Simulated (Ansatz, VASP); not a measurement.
# RbBr: VASP beside Ansatz

Contents of POSCAR:

```
RbBr
1.0
    0.0000000000      3.4608258933      3.3570011165
    3.4608258933      0.0000000000      3.3570011165
    3.4608258933      3.4608258933      0.0000000000
Rb Br
1 1
Direct
    0.0000000000      0.0000000000      0.0000000000
    0.5000000000      0.5000000000      0.5000000000
```

Contents of INCAR.step1:

```
ALGO     = Normal         # electronic algorithm
EDIFF    = 1E-4           # SCF threshold, eV
ENCUT    = 520            # plane-wave cutoff, eV
GGA      = PE             # functional
ISMEAR   = 0              # smearing method
LASPH    = T              # aspherical terms in the spheres
LCHARG   = F              # write CHGCAR
LREAL    = F              # projectors in reciprocal space
LWAVE    = T              # write WAVECAR
NBANDS   = 15             # bands
NELM     = 60             # most SCF steps
PREC     = Accurate       # precision mode
SIGMA    = 0.01           # smearing width, eV
```

The input INCAR.step2:

```
ALGO     = Normal         # electronic algorithm
EDIFF    = 1E-6           # SCF threshold, eV
ENCUT    = 520            # plane-wave cutoff, eV
ISIF     = 2              # what is computed and relaxed
ISMEAR   = 0              # smearing method
ISTART   = 1            
LASPH    = T              # aspherical terms in the spheres
LCHARG   = T              # write CHGCAR
LELF     = T              # ELF
LMIXTAU  = T            
LREAL    = F              # projectors in reciprocal space
LVHAR    = T            
LWAVE    = F              # write WAVECAR
METAGGA  = R2SCAN         # meta-GGA
NBANDS   = 15             # bands
NELM     = 60             # most SCF steps
PREC     = Accurate       # precision mode
SIGMA    = 0.01           # smearing width, eV
```

KPOINTS

```
k-points
0
Gamma
  6 6 6
```

Input for Ansatz:

```yaml
crystal:
  lattice:
    - [0.0, 3.4608258933, 3.3570011165]
    - [3.4608258933, 0.0, 3.3570011165]
    - [3.4608258933, 3.4608258933, 0.0]
  atoms:
    - { symbol: Rb, position: [0.0, 0.0, 0.0] }
    - { symbol: Br, position: [0.5, 0.5, 0.5] }
kpoints:
  mp_grid: { grid: [6, 6, 6] }
  band_path:
    path:
      - [0.0, 0.0, 0.0]
      - [0.5, 0.0, 0.5]
      - [0.625, 0.25, 0.625]
      - [0.375, 0.375, 0.75]
      - [0.5, 0.5, 0.5]
      - [0.5, 0.25, 0.75]
    npoints: 1
hamiltonian:
  xc: r2scan
scf:
  occupations: { method: fixed }
  n_extra_bands: 4
output:
  forces: true
  stress: true
  eigenvalues: true
```

Change from the starting cell: uniaxial_z strain -3.0%.

Alike in both runs: task single point; functional r2SCAN; k mesh 6 × 6 × 6; no spin polarisation.

|  | VASP | Ansatz |
| --- | --- | --- |
| version | VASP 6.6.1 | Ansatz 0.2.0 |
| potentials or method | VASP PAW PBE potentials, release 64 (Rb_sv, Br) | plane waves, PAW |
| plane-wave cutoff (eV) | 520 | 500 |
| occupations | gaussian, width 0.01 eV | fixed |
| valence electrons in the cell | 16 | 16 |

VASP gave:

```
gap on the k mesh at the Fermi level (eV)                     : 4.94
pressure (GPa)                                                : 0.6
traceless stress, the component that is largest in VASP (GPa) : 0.79
```

Problem. Estimate Ansatz's values.

Solution. gap on the k mesh at the Fermi level (eV): 4.94; pressure (GPa): 0.5; traceless stress, the component that is largest in VASP (GPa): 0.78.

VASP's potentials were made for PBE, not for r2SCAN.
